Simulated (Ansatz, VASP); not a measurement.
# One calculation of Pd, two programs

INCAR

```
ALGO = Normal
EDIFF = 1E-7
ENCUT = 520
GGA = CA
ISIF = 2
ISMEAR = -1
LASPH = T
LCHARG = F
LREAL = F
LWAVE = F
NBANDS = 33
NELM = 100
PREC = Accurate
SIGMA = 0.1
```

KPOINTS

```
k-points
0
Gamma
  13 10 1
```

The input POSCAR:

```
Pd
1.0
    2.7166425920      0.0000000000      0.0000000000
    0.0000000000      3.8419127978      0.0000000000
    0.0000000000      0.0000000000     21.4333000000
Pd
5
Direct
    0.0000000000      0.0000000000      0.3776632541
    0.5000000000      0.5000000000      0.4346504698
    0.0000000000      0.0000000000      0.5000000004
    0.5000000000      0.5000000000      0.5653495296
    0.0000000000      0.0000000000      0.6223367461
```

Input for Ansatz:

```yaml
crystal:
  lattice:
    - [2.716642592, 0.0, 0.0]
    - [0.0, 3.8419127978, 0.0]
    - [0.0, 0.0, 21.4333]
  atoms:
    - { symbol: Pd, position: [0.0, 0.0, 0.3776632541] }
    - { symbol: Pd, position: [0.5, 0.5, 0.4346504698] }
    - { symbol: Pd, position: [0.0, 0.0, 0.5000000004] }
    - { symbol: Pd, position: [0.5, 0.5, 0.5653495296] }
    - { symbol: Pd, position: [0.0, 0.0, 0.6223367461] }
kpoints:
  mp_grid: { grid: [13, 10, 1] }
scf:
  occupations: { method: fermi_dirac, width: 0.1 }
hamiltonian:
  xc: lda
  pseudopotentials: { kind: paw }
output:
  forces: true
  stress: true
  eigenvalues: true
  core_levels:
    shells: { Pd: ["3d"] }
    counted_from: fermi_level
    add_spin: false
```

Alike in both runs: task single point; functional LDA; k mesh 13 × 10 × 1; occupations fermi-dirac, width 0.1 eV; no spin polarisation.

|  | VASP | Ansatz |
| --- | --- | --- |
| version | VASP 6.6.1 | Ansatz 0.2.0 |
| potentials or method | VASP PAW LDA potentials, release 64 (Pd) | PAW with Ansatz's default frozen-core files, scalar-relativistic |
| plane-wave cutoff (eV) | 520 | 420 |
| valence electrons in the cell | 50 | 90 |

```tsv
	VASP	Ansatz	Ansatz less VASP
rms of the force components (eV/Å)	0.004	0.000	-0.0040
```

LDA's correlation is that of Perdew and Zunger in VASP and of Perdew and Wang (1992) in Ansatz. Atom by atom the forces differ by 0.004 eV/Å (rms over components). VASP's potentials hold 50 valence electrons a cell and Ansatz's 90, so a difference there can come from the potentials and not from the codes.
